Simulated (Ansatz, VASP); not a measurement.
# Si3N4 in VASP and in Ansatz

```
CELL_PARAMETERS angstrom
-3.17757 3.17757 3.17757
3.17757 -3.17757 3.17757
3.17757 3.17757 -3.17757
ATOMIC_POSITIONS crystal
Si 0.25000 0.12500 0.87500
Si 0.87500 0.25000 0.12500
Si 0.75000 0.37500 0.62500
Si 0.62500 0.75000 0.37500
Si 0.12500 0.87500 0.25000
Si 0.37500 0.62500 0.75000
N 0.55919 0.55919 0.55919
N 0.44081 0.50000 0.00000
N 0.50000 0.00000 0.94081
N 0.00000 0.44081 0.50000
N 0.94081 0.50000 0.00000
N 0.05919 0.05919 0.05919
N 0.00000 0.94081 0.50000
N 0.50000 0.00000 0.44081
```

Alike in both runs: functional r2SCAN; k mesh 6 × 6 × 6; occupations fermi-dirac, width 0.02 eV; no spin polarisation.

Ansatz relaxed the structure, and its values are those at the end. VASP's run is a single point on that final structure, the one shown.

|  | VASP | Ansatz |
| --- | --- | --- |
| version | VASP 6.6.1 | Ansatz 0.2.0 |
| potentials or method | VASP PAW PBE potentials, release 64 (Si, N), cutoff 520 eV | PAW plane waves |
| valence electrons in the cell | 64 | 64 |

Ansatz gave:

| Item | Value |
| --- | --- |
| gap on the k mesh at the Fermi level (eV) | 4.86 |
| pressure (GPa) | 12.1 |

Task: Which values does VASP return?

Result: gap on the k mesh at the Fermi level (eV): 4.86; pressure (GPa): 12.0.

VASP's potentials were made for PBE, not for r2SCAN. Ansatz's warnings: stress scf threshold loose.
